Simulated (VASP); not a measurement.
# TaAl5 (P-62m) in VASP: notebook

The runs below take TaAl5 through relaxation of cell and atoms, with PBE.

Everything below comes from runs of VASP 6.6.1. Logs are shortened: lines on timing, memory, paths and dates and some standing lists are left out, and cuts for length are marked.

## (1) The cell of the first run

Symmetry: P-62m, No. 189, hexagonal system. Conventional cell: a = 5.170 Å, b = 5.170 Å, c = 4.740 Å, α = 90.00°, β = 90.00°, γ = 120.00°. Within 3.8 Å of Ta (site symmetry -62m) lie 12 Al at 2.87 to 2.98 Å. Within 3.7 Å of Al (site symmetry m2m) lie 10 Al at 2.80 to 3.08 Å and 2 Ta at 2.87 Å. Within 3.9 Å of Al (site symmetry -6) lie 9 Al at 2.96 to 2.98 Å and 3 Ta at 2.98 Å.

## (2) Relaxation of cell and atoms, PBE

INCAR

```
ALGO     = Normal         # electronic algorithm
EDIFF    = 1E-6           # SCF threshold, eV
EDIFFG   = -0.04          # ionic threshold
ENCUT    = 600            # plane-wave cutoff, eV
GGA      = PE             # functional
IBRION   = 2              # ionic algorithm
ISIF     = 3              # what is computed and relaxed
ISMEAR   = 0              # smearing method
LASPH    = True           # aspherical terms in the spheres
LCHARG   = False          # write CHGCAR
LREAL    = False          # projectors in reciprocal space
LWAVE    = False          # write WAVECAR
NELM     = 80             # most SCF steps
NSW      = 90             # ionic steps
PREC     = Accurate       # precision mode
SIGMA    = 0.1            # smearing width, eV
```

KPOINTS

```
k-points
0
Gamma
  6 6 4
```

POSCAR

```
TaAl5
1.0
    5.1700982200      0.0000000000      0.0000000000
   -2.5850491100      4.4774363900      0.0000000000
    0.0000000000      0.0000000000      4.7404385500
Ta Al
1 5
Direct
    0.0000000000      0.0000000000      0.0000000000
    0.3130345300      0.0000000000      0.5000000000
    0.6869654700      0.6869654700      0.5000000000
    0.0000000000      0.3130345300      0.5000000000
    0.3333333300      0.6666666700      0.0000000000
    0.6666666700      0.3333333300      0.0000000000
```

Potentials or basis: VASP PAW PBE potentials, release 64 (Ta_pv, Al).

Command:

```
> cat potpaw_PBE.64/Ta_pv/POTCAR potpaw_PBE.64/Al/POTCAR > POTCAR
> mpirun -np 1 vasp_std > vasp.out
```

OUTCAR:

```text
EDIFF = 1E-6
   EDIFFG = -0.04
   ENCUT = 600
   GGA = PE
   IBRION = 2
   ISIF = 3
   ISMEAR = 0
   LASPH = True
   LREAL = False
   NELM = 80
   NSW = 90
   PREC = Accurate

 ion  position               nearest neighbor table
   1  0.000  0.000  0.000-   3 2.87   4 2.87   3 2.87   4 2.87   2 2.87   2 2.87   6 2.98   5 2.98
                             5 2.98   6 2.98   6 2.98   5 2.98
   2  0.313  0.000  0.500-   4 2.80   3 2.80   1 2.87   1 2.87   5 2.96   5 2.96   6 2.96   6 2.96
                             4 3.08   3 3.08   4 3.08   3 3.08
   3  0.687  0.687  0.500-   4 2.80   2 2.80   1 2.87   1 2.87   6 2.96   6 2.96   5 2.96   5 2.96
                             2 3.08   4 3.08   4 3.08   2 3.08
   4  0.000  0.313  0.500-   3 2.80   2 2.80   1 2.87   1 2.87   6 2.96   6 2.96   5 2.96   5 2.96
                             2 3.08   3 3.08   3 3.08   2 3.08
   5  0.333  0.667  0.000-   2 2.96   2 2.96   4 2.96   4 2.96   3 2.96   3 2.96   6 2.98   1 2.98
                             6 2.98   1 2.98   1 2.98   6 2.98
   6  0.667  0.333  0.000-   4 2.96   4 2.96   2 2.96   2 2.96   3 2.96   3 2.96   5 2.98   1 2.98
                             5 2.98   1 2.98   1 2.98   5 2.98

  LATTYP: Found a hexagonal cell.
 ALAT       =     5.1700982200
 C/A-ratio  =     0.9168952597

  Lattice vectors:

 A1 = (   5.1700982200,   0.0000000000,   0.0000000000)
 A2 = (  -2.5850491100,   4.4774363900,   0.0000000000)
 A3 = (   0.0000000000,   0.0000000000,   4.7404385500)

Analysis of symmetry for initial positions (statically):
=====================================================================
 Subroutine PRICEL returns:
 Original cell was already a primitive cell.

 Routine SETGRP: Setting up the symmetry group for a
 hexagonal supercell.

 Subroutine GETGRP returns: Found 12 space group operations
 (whereof 12 operations were pure point group operations)
 out of a pool of 24 trial point group operations.

The static configuration has the point symmetry D_3h.

Analysis of symmetry for dynamics (positions and initial velocities):
=====================================================================
 Subroutine PRICEL returns:
 Original cell was already a primitive cell.

 Routine SETGRP: Setting up the symmetry group for a
 hexagonal supercell.

 Subroutine GETGRP returns: Found 12 space group operations
 (whereof 12 operations were pure point group operations)
 out of a pool of 24 trial point group operations.

The dynamic configuration has the point symmetry D_3h.

 Subroutine INISYM returns: Found 12 space group operations
 (whereof 12 operations are pure point group operations),
 and found     1 'primitive' translations

----------------------------------------------------------------------------------------

[... 92 lines left out ...]
   LSORBIT =      F    spin-orbit coupling
   LASPH  =      T    aspherical Exc in radial PAW
   ENCUT  =  600.0 eV  44.10 Ry    6.64 a.u.  10.33 10.33  9.47*2*pi/ulx,y,z
   NELM   =     80;   NELMIN=  2; NELMDL= -5     # of ELM steps
   EDIFF  = 0.1E-05   stopping-criterion for ELM
   LREAL  =      F    real-space projection
   EDIFFG = -.4E-01   stopping-criterion for IOM
   NSW    =     90    number of steps for IOM
   IBRION =      2    ionic relax: 0-MD 1-quasi-New 2-CG
   NFREE  =      1    steps in history (QN), initial steepest desc. (CG)
   ISIF   =      3    stress and relaxation
   ISYM   =      2    0-nonsym 1-usesym 2-fastsym
   POTIM  = 0.5000    time-step for ionic-motion
   TEBEG  =    0.0;   TEEND  =   0.0 temperature during run
   PSTRESS=    0.0 pullay stress
   NELECT =      26.0000    total number of electrons
   NUPDOWN=      -1.0000    fix difference up-down
   EMIN   =  10.00;   EMAX   =-10.00  energy-range for DOS
   EFERMI =   0.00;   METHOD = LEGACY
   ISMEAR =     0;   SIGMA  =   0.10  broadening in eV -4-tet -1-fermi 0-gaus
   EFERMI_NEDOS =   21; number of points for ismear=-14 and -15
   IALGO  =     38    algorithm
   IMIX   =      4    mixing-type and parameters
     AMIX     =   0.40;   BMIX     =  1.00
     AMIX_MAG =   1.60;   BMIX_MAG =  1.00
  volume/ion in A,a.u.               =      18.29       123.42
  Fermi-wavevector in a.u.,A,eV,Ry     =   1.013018  1.914326 13.962365  1.026205
  Thomas-Fermi vector in A             =   2.146162
   LORBIT       =      0    0 simple, 1 ext, 2 COOP (PROOUT), +10 PAW based schemes
   GGA     = PE    functional components
   LHFCALC =     F    Hartree Fock is set to
   AEXX    =    0.0000 exact exchange contribution
   IVDW    =     0    specifies the selected vdW correction
   LEPSILON=     F    determine dielectric tensor
   LRPA    =     F    only Hartree local field effects (RPA)
 conjugate gradient relaxation of ions
 non-spin polarized calculation
 Gauss-broadening in eV      SIGMA  =   0.10
  energy-cutoff  :      600.00
  volume of cell :      109.74
 maximum number of plane-waves:      3680
 NGX is ok and might be reduce to    42
   NGX = 21   NGY = 21   NGZ = 19

--------------------------------------- Ionic step        1  -------------------------------------------

 number of electron      26.0000000 magnetization

 Free energy of the ion-electron system (eV)
  ---------------------------------------------------
  ext. energy  EPLUGINS =         0.00000000
  ---------------------------------------------------
  free energy    TOTEN  =       -30.25221504 eV

  energy without entropy =      -30.20702248  energy(sigma->0) =      -30.22961876

------------------------ aborting loop because EDIFF is reached ----------------------------------------

  FORCE on cell =-STRESS in cart. coord.  units (eV):
  Direction    XX          YY          ZZ          XY          YZ          ZX
  --------------------------------------------------------------------------------------
  -------------------------------------------------------------------------------------
  Total       -5.2521204     -5.2521204     -5.9066564      0.0000000      0.0000000      0.0000000
  in kB      -76.6828978    -76.6828976    -86.2393647      0.0000000      0.0000000      0.0000000
  external PRESSURE =     -79.8683867 kB  Pullay stress =       0.0000000 kB
[... 267 lines left out ...]
--------------------------------------- Ionic step        8  -------------------------------------------

 number of electron      25.9999998 magnetization

 Free energy of the ion-electron system (eV)
  ---------------------------------------------------
  ext. energy  EPLUGINS =         0.00000000
  ---------------------------------------------------
  free energy    TOTEN  =       -30.59457164 eV

  energy without entropy =      -30.56065923  energy(sigma->0) =      -30.57761543

 E-fermi :   7.4208     XC(G=0): -10.6872

 val. band max:        7.4175401033   @ k =   0.3333   0.3333   0.5000
 cond. band min:       7.4255419730   @ k =   0.3333   0.1667   0.5000
 fundamental gap:      0.0080018697
 Fermi energy:         7.4208065839

 k-point     1 :       0.0000    0.0000    0.0000
  band No.  band energies     occupation
      1     -26.6478      2.00000
      2     -26.4389      2.00000
      3     -26.4389      2.00000
      4      -3.0965      2.00000
      5       2.8669      2.00000
      6       3.4809      2.00000
[... 442 lines left out ...]
  FREE ENERGIE OF THE ION-ELECTRON SYSTEM (eV)
  ---------------------------------------------------
  free  energy   TOTEN  =       -30.5945716379 eV

  energy  without entropy=      -30.5606592282  energy(sigma->0) =      -30.57761543

 reached required accuracy - stopping structural energy minimisation
```

Run time: 1.7 min. Hardware: 1 thread of Intel Xeon 6975P-C (Granite Rapids), shared host; peak memory 0.29 GiB.

Results:

```
Free energy                            : -30.5946 eV
Relaxed volume                         : 16.51 Å³/atom
Relaxed cell                           : a = 5.044 Å, b = 5.044 Å, c = 4.496 Å, α = 90.00°, β = 90.00°, γ = 120.00°
Space group after relaxing (to 0.05 Å) : P-62m (No. 189)
Energy gained by relaxing              : 57.1 meV/atom
Ionic steps                            : 8
Pressure after relaxing                : -0.3 GPa
Largest force after relaxing           : 0.012 eV/Å
Band gap on the k mesh                 : zero (band 13 reaches 7.68 eV, above the bottom of band 14 at 6.44 eV)
```

Forces in eV/Å, atoms in the order of the input:
```
Ta   0.000  0.000  0.000
Al   0.012  0.000  0.000
Al  -0.006 -0.010  0.000
Al  -0.006  0.010  0.000
Al   0.000  0.000  0.000
Al   0.000  0.000  0.000
```

The path:
| step | energy change (eV) | largest force (eV/Å) | pressure (GPa) | volume (Å³) |
| --- | --- | --- | --- | --- |
| 1 | 0.0000 | 0.2072 | -7.99 | 109.74 |
| 2 | -0.2343 | 0.6469 | 4.37 | 95.88 |
| 3 | -0.2803 | 0.5108 | 0.18 | 99.54 |
| 4 | -0.3099 | 0.3302 | 0.19 | 99.12 |
| 5 | -0.3297 | 0.0454 | 0.34 | 98.43 |
| 6 | -0.3368 | 0.0285 | -0.25 | 99.00 |
| 7 | -0.3394 | 0.0030 | -0.86 | 99.62 |
| 8 | -0.3424 | 0.0118 | -0.27 | 99.08 |

Final structure:
```xyz
6
Lattice="5.0443 0.0000 0.0000 -2.5222 4.3685 0.0000 0.0000 0.0000 4.4963" Properties=species:S:1:pos:R:3 pbc="T T T"
Ta    0.0000    0.0000    0.0000
Al    1.6697    0.0000    2.2481
Al    1.6873    2.9226    2.2481
Al   -0.8348    1.4460    2.2481
Al    0.0000    2.9123    0.0000
Al    2.5222    1.4562    0.0000
```

Levels at points of the mesh, in eV from the Fermi level:
| k point | band 11 | band 12 | band 13 | band 14 | band 15 | band 16 |
| --- | --- | --- | --- | --- | --- | --- |
| (0.00, 0.00, 0.00) | -2.03 | -1.95 | -0.54 | -0.54 | 2.17 | 2.17 |
| (0.50, 0.00, 0.00) | -1.19 | -0.89 | -0.50 | 0.04 | 2.09 | 2.53 |
| (0.00, 0.00, 0.50) | -1.46 | -1.21 | -1.21 | -0.98 | -0.37 | 0.47 |
| (0.50, 0.00, 0.50) | -2.19 | -0.23 | 0.23 | 0.65 | 2.03 | 3.37 |

Caveat: spin-orbit coupling is left out, which moves the levels of the heavy elements.

[end of part 1 of 2]
